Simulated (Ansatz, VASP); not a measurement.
# One calculation of Zr, two programs

The input INCAR:

```
  PREC = Accurate
  ENCUT = 520
  EDIFF = 1E-6
  ISMEAR = -1
  SIGMA = 0.1
  LREAL = False
  LASPH = True
  NELM = 80
  ALGO = Normal
  ISIF = 2
  LWAVE = False
  LCHARG = False
  GGA = CA
  NBANDS = 12
```

KPOINTS

```
Automatic mesh
0
Gamma
  21 21 21
```

The input POSCAR:

```
Zr
1.0
   -1.7202371959      1.7202371959      1.7202371959
    1.7202371959     -1.7202371959      1.7202371959
    1.7202371959      1.7202371959     -1.7202371959
Zr
1
Direct
    0.0000000000      0.0000000000      0.0000000000
```

Input for Ansatz:

```yaml
crystal:
  lattice:
    - [-1.7202371959, 1.7202371959, 1.7202371959]
    - [1.7202371959, -1.7202371959, 1.7202371959]
    - [1.7202371959, 1.7202371959, -1.7202371959]
  atoms:
    - { symbol: Zr, position: [0.0, 0.0, 0.0] }
hamiltonian:
  xc: lda
  pseudopotentials:
    kind: paw
    azcp:
      Zr: "pseudopotentials/Zr.paw.azcp"
basis:
  ecutwfc: 420
  fft_grid_basis: typed
kpoints:
  mp_grid: { grid: [21, 21, 21], shift: [0, 0, 0] }
magnetization:
  spin_polarized: false
scf:
  occupations: { method: fermi_dirac, width: 0.1 }
output:
  stress: true
```

Alike in both runs: task single point; functional LDA; k mesh 21 × 21 × 21; occupations fermi-dirac, width 0.1 eV; no spin polarisation.

|  | VASP | Ansatz |
| --- | --- | --- |
| version | VASP 6.6.1 | Ansatz 0.2.0 |
| potentials or method | VASP PAW LDA potentials, release 64 (Zr_sv), cutoff 520 eV | plane waves (420 eV) with PAW, scalar-relativistic |
| valence electrons in the cell | 12 | 12 |

```csv
,VASP,Ansatz,Ansatz less VASP
pressure (GPa),4.2,4.0,-0.12
```

Ansatz warns that its potentials were made for another functional, while VASP's fit it. LDA's correlation is that of Perdew and Zunger in VASP and of Perdew and Wang (1992) in Ansatz.
